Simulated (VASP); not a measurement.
**Sn: single point with PBE**

The system is Sn.

```xyz
4
Lattice="3.3957 3.3957 0.0000 -3.3957 3.3957 0.0000 0.0000 0.0000 6.5783" Properties=species:S:1:pos:R:3 pbc="T T T"
Sn    0.0000    0.0000    3.2892
Sn   -1.6978    1.6978    1.6446
Sn    0.0000    3.3957    0.0000
Sn    1.6978    1.6978    4.9337
```

This cell differs from its parent crystal: biaxial strain in the a-b plane: +2.0 %.

* Program: VASP 6.6.1
* Task: single point
* Functional: PBE
* Potentials or basis: VASP PAW PBE potentials, release 64 (Sn_d)
* Cutoff: 520 eV
* k mesh: 10 × 10 × 6
* Occupations: gaussian, width 0.1 eV
* Spin: no spin polarisation
* Dipole correction: no
* Further INCAR settings: ALGO = Normal; EDIFF = 1e-06; NBANDS = 36

The pressure is -1.0 GPa and the band gap on the k mesh is zero (band 28 reaches 4.62 eV, above the bottom of band 29 at 4.40 eV).

Stress tensor (GPa, compression positive):
```
-1.30  0.00  0.00
 0.00 -1.30  0.00
 0.00  0.00 -0.46
```

Levels at points of the mesh, in eV from the Fermi level:
```tsv
k point	band 24	band 25	band 26	band 27	band 28	band 29	band 30	band 31	band 32	band 33
(0.00, 0.00, 0.00)	-2.23	-2.23	-1.33	0.04	0.04	0.23	0.82	0.82	2.07	2.20
(0.50, 0.00, 0.00)	-5.39	-2.52	-2.52	-1.11	-1.11	1.30	1.30	3.81	3.81	4.05
(0.50, 0.50, 0.00)	-7.20	-2.07	-2.07	-2.07	-2.07	1.00	1.00	1.00	1.00	7.03
(0.00, 0.00, 0.50)	-4.12	-1.44	-1.44	-1.44	-1.44	0.94	0.94	1.98	1.98	4.53
(0.50, 0.00, 0.50)	-5.93	-1.05	-1.05	-0.85	-0.85	-0.19	-0.19	3.14	3.14	3.26
(0.50, 0.50, 0.50)	-7.15	-2.61	-2.61	-2.61	-2.61	3.31	3.31	3.31	3.31	4.16
```

Run time: 2.3 min on 1 thread of Intel(R) Xeon(R) 6975P-C (Granite Rapids), with other jobs on the host, peak memory 0.45 GiB.

Caveat: the cell differs from its parent crystal (biaxial strain in the a-b plane: +2.0 %); spin-orbit coupling is left out, which moves the levels of the heavy elements.
